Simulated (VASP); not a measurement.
# Se (Fd-3m) in VASP: notebook

Se is run at these levels: RPBE; tasks: single point.

Program: VASP 6.6.1. These are calculated values, not measurements. Logs are shortened: lines on timing, memory, paths and dates and some standing lists are left out, and cuts for length are marked.

## 1. The cell of the first run

It takes space group Fd-3m (No. 227, cubic). Conventional cell: a = 6.414 Å, b = 6.414 Å, c = 6.414 Å, α = 90.00°, β = 90.00°, γ = 90.00°. Within 3.7 Å of Se (site symmetry -43m) lie 4 Se at 2.78 Å.

## 2. Single point, RPBE

Input file INCAR:

```
  ALGO = Normal
  EDIFF = 1E-6
  ENCUT = 520
  GGA = RP
  ISIF = 2
  ISMEAR = -1
  LASPH = True
  LCHARG = False
  LREAL = False
  LWAVE = False
  NBANDS = 13
  NELM = 80
  PREC = Accurate
  SIGMA = 0.1
```

Input file KPOINTS:

```
k-points
0
Gamma
  9 9 9
```

Input file POSCAR:

```
Se
1.0
    0.0000000000      3.2068561152      3.2068561152
    3.2068561152      0.0000000000      3.2068561152
    3.2068561152      3.2068561152      0.0000000000
Se
2
Direct
    0.1250000000      0.1250000000      0.1250000000
    0.8750000000      0.8750000000      0.8750000000
```

Potentials or basis: VASP PAW PBE potentials, release 64 (Se).

Launch:

```sh
$ cat potpaw_PBE.64/Se/POTCAR > POTCAR
$ mpirun -np 1 vasp_std > vasp.out
```

OUTCAR:

```text
EDIFF = 1E-6
   ENCUT = 520
   GGA = RP
   ISIF = 2
   ISMEAR = -1
   LASPH = True
   LREAL = False
   NELM = 80
   PREC = Accurate

 ion  position               nearest neighbor table
   1  0.125  0.125  0.125-   2 2.78   2 2.78   2 2.78   2 2.78
   2  0.875  0.875  0.875-   1 2.78   1 2.78   1 2.78   1 2.78

  LATTYP: Found a face centered cubic cell.
 ALAT       =     6.4137122304

  Lattice vectors:

 A1 = (   0.0000000000,   3.2068561152,   3.2068561152)
 A2 = (   3.2068561152,   0.0000000000,   3.2068561152)
 A3 = (   3.2068561152,   3.2068561152,   0.0000000000)

Analysis of symmetry for initial positions (statically):
=====================================================================
 Subroutine PRICEL returns:
 Original cell was already a primitive cell.

 Routine SETGRP: Setting up the symmetry group for a
 face centered cubic supercell.

 Subroutine GETGRP returns: Found 48 space group operations
 (whereof 12 operations were pure point group operations)
 out of a pool of 48 trial point group operations.

The static configuration has the point symmetry D_3d.
 The point group associated with its full space group is O_h .

Analysis of symmetry for dynamics (positions and initial velocities):
=====================================================================
 Subroutine PRICEL returns:
 Original cell was already a primitive cell.

 Routine SETGRP: Setting up the symmetry group for a
 face centered cubic supercell.

 Subroutine GETGRP returns: Found 48 space group operations
 (whereof 12 operations were pure point group operations)
 out of a pool of 48 trial point group operations.

The dynamic configuration has the point symmetry D_3d.
 The point group associated with its full space group is O_h .

 Subroutine INISYM returns: Found 48 space group operations
 (whereof 12 operations are pure point group operations),
 and found     1 'primitive' translations

----------------------------------------------------------------------------------------

                                     Primitive cell

  volume of cell :      65.9581

  direct lattice vectors                    reciprocal lattice vectors
     0.000000000  3.206856115  3.206856115    -0.155915944  0.155915944  0.155915944
     3.206856115  0.000000000  3.206856115     0.155915944 -0.155915944  0.155915944
     3.206856115  3.206856115  0.000000000     0.155915944  0.155915944 -0.155915944

  length of vectors
     4.535179411  4.535179411  4.535179411     0.270054338  0.270054338  0.270054338
[... 85 lines left out ...]
   IBRION =     -1    ionic relax: 0-MD 1-quasi-New 2-CG
   NFREE  =      0    steps in history (QN), initial steepest desc. (CG)
   ISIF   =      2    stress and relaxation
   ISYM   =      2    0-nonsym 1-usesym 2-fastsym
   POTIM  = 0.5000    time-step for ionic-motion
   TEBEG  =    0.0;   TEEND  =   0.0 temperature during run
   PSTRESS=    0.0 pullay stress
   NELECT =      12.0000    total number of electrons
   NUPDOWN=      -1.0000    fix difference up-down
   EMIN   =  10.00;   EMAX   =-10.00  energy-range for DOS
   EFERMI =   0.00;   METHOD = LEGACY
   ISMEAR =    -1;   SIGMA  =   0.10  broadening in eV -4-tet -1-fermi 0-gaus
   EFERMI_NEDOS =   21; number of points for ismear=-14 and -15
   IALGO  =     38    algorithm
   IMIX   =      4    mixing-type and parameters
     AMIX     =   0.40;   BMIX     =  1.00
     AMIX_MAG =   1.60;   BMIX_MAG =  1.00
  volume/ion in A,a.u.               =      32.98       222.55
  Fermi-wavevector in a.u.,A,eV,Ry     =   0.927639  1.752984 11.708011  0.860515
  Thomas-Fermi vector in A             =   2.053730
   LORBIT       =      0    0 simple, 1 ext, 2 COOP (PROOUT), +10 PAW based schemes
   GGA     = RP    functional components
   LHFCALC =     F    Hartree Fock is set to
   AEXX    =    0.0000 exact exchange contribution
   IVDW    =     0    specifies the selected vdW correction
   LEPSILON=     F    determine dielectric tensor
   LRPA    =     F    only Hartree local field effects (RPA)
 non-spin polarized calculation
  energy-cutoff  :      520.00
  volume of cell :       65.96
 maximum number of plane-waves:      1807
 NGX is ok and might be reduce to    36
   NGX = 17   NGY = 17   NGZ = 17

 number of electron      11.9999999 magnetization

 Free energy of the ion-electron system (eV)
  ---------------------------------------------------
  ext. energy  EPLUGINS =         0.00000000
  ---------------------------------------------------
  free energy    TOTEN  =        -5.40121672 eV

  energy without entropy =       -5.34242418  energy(sigma->0) =       -5.37182045

 E-fermi :   1.8009     XC(G=0):  -7.7425

 val. band max:        1.7926753820   @ k =  -0.1111   0.1111   0.0000
 cond. band min:       1.8275192346   @ k =  -0.3333   0.2222   0.0000
 fundamental gap:      0.0348438526
 Fermi energy:         1.8008873963

 k-point     1 :       0.0000    0.0000    0.0000
  band No.  band energies     occupation
      1     -13.1691      2.00000
      2      -8.5234      2.00000
      3      -1.4623      2.00000
      4      -1.4623      2.00000
      5      -1.4623      2.00000
      6       1.1078      1.99805
      7       1.1078      1.99805
      8       1.1078      1.99805
      9       6.5676      0.00000
     10       9.5391      0.00000
     11       9.5391      0.00000
     12      11.5224      0.00000
     13      11.5224      0.00000
[... 354 lines left out ...]
  band No.  band energies     occupation
      1     -11.6618      2.00000
      2     -10.9173      2.00000
      3      -2.7999      2.00000
      4      -2.7999      2.00000
      5      -0.0713      2.00000
      6       0.0538      2.00000
      7       3.7032      0.00000
      8       3.7032      0.00000
      9       7.7482      0.00000
     10       8.7297      0.00000
     11      11.7500      0.00000
     12      11.7500      0.00000
     13      12.2039      0.00000

 [... further k-points ...]
[... 5 lines left out ...]
  --------------------------------------------------------------------------------------
  -------------------------------------------------------------------------------------
  Total       -0.0008774     -0.0008774     -0.0008774     -0.0000000      0.0000000     -0.0000000
  in kB       -0.0213121     -0.0213121     -0.0213121     -0.0000000      0.0000000     -0.0000000
  external PRESSURE =      -0.0213121 kB  Pullay stress =       0.0000000 kB

 VOLUME and BASIS-vectors are now :
 -----------------------------------------------------------------------------
  energy-cutoff  :      520.00
  volume of cell :       65.96
      direct lattice vectors                 reciprocal lattice vectors
     0.000000000  3.206856115  3.206856115    -0.155915944  0.155915944  0.155915944
     3.206856115  0.000000000  3.206856115     0.155915944 -0.155915944  0.155915944
     3.206856115  3.206856115  0.000000000     0.155915944  0.155915944 -0.155915944

 POSITION                                       TOTAL-FORCE (eV/Angst)
 -----------------------------------------------------------------------------------
      0.80171      0.80171      0.80171        -0.000000     -0.000000     -0.000000
      5.61200      5.61200      5.61200         0.000000      0.000000      0.000000
 -----------------------------------------------------------------------------------
    total drift:                               -0.000000      0.000000      0.000000

  FREE ENERGIE OF THE ION-ELECTRON SYSTEM (eV)
  ---------------------------------------------------
  free  energy   TOTEN  =        -5.4012167193 eV

  energy  without entropy=       -5.3424241786  energy(sigma->0) =       -5.37182045
```

OSZICAR:

```text
N       E                     dE             d eps       ncg     rms          rms(c)
DAV:   1     0.503764079072E+02    0.50376E+02   -0.47421E+03   910   0.746E+02
DAV:   2    -0.211823920539E+01   -0.52495E+02   -0.50060E+02  1334   0.121E+02
DAV:   3    -0.536937218554E+01   -0.32511E+01   -0.32214E+01  1130   0.330E+01
DAV:   4    -0.539888623065E+01   -0.29514E-01   -0.29505E-01  1080   0.374E+00
DAV:   5    -0.539911142805E+01   -0.22520E-03   -0.22519E-03  1180   0.333E-01    0.494E+00
DAV:   6    -0.540002178308E+01   -0.91036E-03   -0.14349E-03  1095   0.302E-01    0.295E+00
DAV:   7    -0.540087515342E+01   -0.85337E-03   -0.38709E-03  1100   0.470E-01    0.593E-02
DAV:   8    -0.540113969420E+01   -0.26454E-03   -0.29658E-04  1020   0.997E-02    0.145E-02
DAV:   9    -0.540119970266E+01   -0.60008E-04   -0.59511E-05  1085   0.451E-02    0.774E-03
DAV:  10    -0.540121606068E+01   -0.16358E-04   -0.27070E-05   980   0.309E-02    0.343E-03
DAV:  11    -0.540121671927E+01   -0.65859E-06   -0.42162E-07   944   0.435E-03
   1 F= -.54012167E+01 E0= -.53718204E+01  d E =-.587925E-01
```

stdout:

```text
POSCAR found type information on POSCAR Se
 POSCAR found :  1 types and       2 ions
 scaLAPACK will be used
 -----------------------------------------------------------------------------
|                                                                             |
|                                                                             |
|     You enforced a specific xc type in the INCAR file but a different       |
|     I HOPE YOU KNOW WHAT YOU ARE DOING!                                     |
|                                                                             |
 -----------------------------------------------------------------------------

 LDA part: xc-table for (Slater+PW92), standard interpolation
 POSCAR, INCAR and KPOINTS ok, starting setup
 FFT: planning ... GRIDC
 FFT: planning ... GRID_SOFT
 FFT: planning ... GRID
 WAVECAR not read
 entering main loop
```

Run time: 22 s. Hardware: 1 thread of Intel Xeon Platinum 8259CL at 2.50GHz (Skylake/Cascade Lake), shared host; peak memory 0.2 GiB.

What came out:

```yaml
Free_energy: -5.4012 eV
Pressure: 0.0 GPa
Band_gap_on_the_k_mesh: zero (band 6 reaches 2.09 eV, above the bottom of band 7 at 1.11 eV)
```

Caveat: the PAW data sets were made with another functional, which shifts forces and pressure a little.

## 3. Single point, RPBE (volume scaled by 0.88)

Input file INCAR:

```
PREC = Accurate
ENCUT = 520
EDIFF = 1E-6
ISMEAR = -1
SIGMA = 0.1
LREAL = False
LASPH = True
NELM = 100
ALGO = Normal
ISIF = 2
LWAVE = False
LCHARG = False
GGA = RP
NBANDS = 13
```

Input file KPOINTS:

```
regular mesh
0
Gamma
  10 10 10
```

Input file POSCAR:

```
Se
1.0
    0.0000000000      3.0730788139      3.0730788139
    3.0730788139      0.0000000000      3.0730788139
    3.0730788139      3.0730788139      0.0000000000
Se
2
Direct
    0.1250000000      0.1250000000      0.1250000000
    0.8750000000      0.8750000000      0.8750000000
```

Potentials or basis: VASP PAW PBE potentials, release 64 (Se).

Launch:

```sh
$ cat potpaw_PBE.64/Se/POTCAR > POTCAR
$ mpirun -np 1 vasp_std > vasp.out
```

It took 20 s on 1 thread of Intel Xeon Platinum 8259CL at 2.50GHz (Skylake/Cascade Lake), shared host; peak memory 0.18 GiB.

It converged, with:

```yaml
Free_energy: -5.2755 eV
Pressure: 5.7 GPa
Band_gap_on_the_k_mesh: zero (band 6 reaches 3.21 eV, above the bottom of band 7 at 2.05 eV)
```

Levels at points of the mesh, in eV from the Fermi level:
```csv
k point,band 4,band 5,band 6,band 7,band 8,band 9
"(0.00, 0.00, 0.00)",-3.73,-3.73,-0.89,-0.89,-0.89,4.67
"(0.50, 0.00, 0.00)",-4.50,-4.33,0.28,0.28,2.02,7.13
"(0.50, 0.50, 0.00)",-5.34,-2.04,-2.04,2.44,2.44,6.44
```

Caveat: the PAW data sets were made with another functional, which shifts forces and pressure a little.

## 4. Single point, RPBE (volume scaled by 0.92)

Input file INCAR:

```
ALGO = Normal ; EDIFF = 1E-6
ENCUT = 520 ; GGA = RP
ISIF = 2 ; ISMEAR = -1
LASPH = True ; LCHARG = False
LREAL = False ; LWAVE = False
NBANDS = 13 ; NELM = 60
PREC = Accurate ; SIGMA = 0.1
```

Input file KPOINTS:

```
k-points
0
Gamma
  10 10 10
```

Input file POSCAR:

```
Se
1.0
    0.0000000000      3.1189524250      3.1189524250
    3.1189524250      0.0000000000      3.1189524250
    3.1189524250      3.1189524250      0.0000000000
Se
2
Direct
    0.1250000000      0.1250000000      0.1250000000
    0.8750000000      0.8750000000      0.8750000000
```

Potentials or basis: VASP PAW PBE potentials, release 64 (Se).

Launch:

```sh
$ cat potpaw_PBE.64/Se/POTCAR > POTCAR
$ mpirun -np 1 vasp_std > vasp.out
```

OUTCAR:

```text
EDIFF = 1E-6
   ENCUT = 520
   GGA = RP
   ISIF = 2
   ISMEAR = -1
   LASPH = True
   LREAL = False
   NELM = 60
   PREC = Accurate

 ion  position               nearest neighbor table
   1  0.125  0.125  0.125-   2 2.70   2 2.70   2 2.70   2 2.70
   2  0.875  0.875  0.875-   1 2.70   1 2.70   1 2.70   1 2.70

  LATTYP: Found a face centered cubic cell.
 ALAT       =     6.2379048500

  Lattice vectors:

 A1 = (   0.0000000000,   3.1189524250,   3.1189524250)
 A2 = (   3.1189524250,   0.0000000000,   3.1189524250)
 A3 = (   3.1189524250,   3.1189524250,   0.0000000000)

Analysis of symmetry for initial positions (statically):
=====================================================================
 Subroutine PRICEL returns:
 Original cell was already a primitive cell.

 Routine SETGRP: Setting up the symmetry group for a
 face centered cubic supercell.

 Subroutine GETGRP returns: Found 48 space group operations
 (whereof 12 operations were pure point group operations)
 out of a pool of 48 trial point group operations.

The static configuration has the point symmetry D_3d.
 The point group associated with its full space group is O_h .

[... 167 lines left out ...]

 k-point     1 :       0.0000    0.0000    0.0000
  band No.  band energies     occupation
      1     -13.0005      2.00000
      2      -7.5707      2.00000
      3      -1.0362      2.00000
      4      -1.0362      2.00000
      5      -1.0362      2.00000
      6       1.7104      1.99944
      7       1.7104      1.99944
      8       1.7104      1.99944
      9       7.2349      0.00000
     10      10.1510      0.00000
     11      10.1510      0.00000
     12      12.2518      0.00000
     13      12.2518      0.00000
[... 354 lines left out ...]
  band No.  band energies     occupation
      1     -11.8891      2.00000
      2      -9.6867      2.00000
      3      -2.4433      2.00000
      4      -2.3062      2.00000
      5       0.3455      2.00000
      6       0.9650      2.00000
      7       4.0676      0.00000
      8       4.1060      0.00000
      9       8.0186      0.00000
     10       9.9637      0.00000
     11      11.7864      0.00000
     12      13.0792      0.00000
     13      13.3924      0.00000

 [... further k-points ...]
[... 5 lines left out ...]
  --------------------------------------------------------------------------------------
  -------------------------------------------------------------------------------------
  Total        1.2897708      1.2897708      1.2897708      0.0000000      0.0000000      0.0000000
  in kB       34.0539011     34.0539011     34.0539011      0.0000000      0.0000000      0.0000000
  external PRESSURE =      34.0539011 kB  Pullay stress =       0.0000000 kB

 VOLUME and BASIS-vectors are now :
 -----------------------------------------------------------------------------
  energy-cutoff  :      520.00
  volume of cell :       60.68
      direct lattice vectors                 reciprocal lattice vectors
     0.000000000  3.118952425  3.118952425    -0.160310236  0.160310236  0.160310236
     3.118952425  0.000000000  3.118952425     0.160310236 -0.160310236  0.160310236
     3.118952425  3.118952425  0.000000000     0.160310236  0.160310236 -0.160310236

 POSITION                                       TOTAL-FORCE (eV/Angst)
 -----------------------------------------------------------------------------------
      0.77974      0.77974      0.77974         0.000000     -0.000000     -0.000000
      5.45817      5.45817      5.45817        -0.000000      0.000000      0.000000
 -----------------------------------------------------------------------------------
    total drift:                               -0.000000      0.000000      0.000000

  FREE ENERGIE OF THE ION-ELECTRON SYSTEM (eV)
  ---------------------------------------------------
  free  energy   TOTEN  =        -5.3501264498 eV

  energy  without entropy=       -5.2943246463  energy(sigma->0) =       -5.32222555
```

Run time: 30 s. Hardware: 1 thread of Intel Xeon Platinum 8259CL at 2.50GHz (Skylake/Cascade Lake), shared host; peak memory 0.21 GiB.

Results:

| Item | Value |
| --- | --- |
| Free energy | -5.3501 eV |
| Pressure | 3.4 GPa |
| Band gap on the k mesh | zero (band 6 reaches 2.82 eV, above the bottom of band 7 at 1.71 eV) |

Levels at points of the mesh, in eV from the Fermi level:
```tsv
k point	band 2	band 3	band 4	band 5	band 6	band 7	band 8	band 9	band 10	band 11
(0.00, 0.00, 0.00)	-10.10	-3.56	-3.56	-3.56	-0.82	-0.82	-0.82	4.71	7.62	7.62
(0.50, 0.00, 0.00)	-12.13	-4.29	-4.29	-4.18	0.30	0.30	1.82	7.12	7.17	8.10
(0.50, 0.50, 0.00)	-13.41	-5.08	-5.08	-1.96	-1.96	2.27	2.27	6.42	6.42	9.86
```

Caveat: the PAW data sets were made with another functional, which shifts forces and pressure a little.

(Part 1 of 2 ends here.)
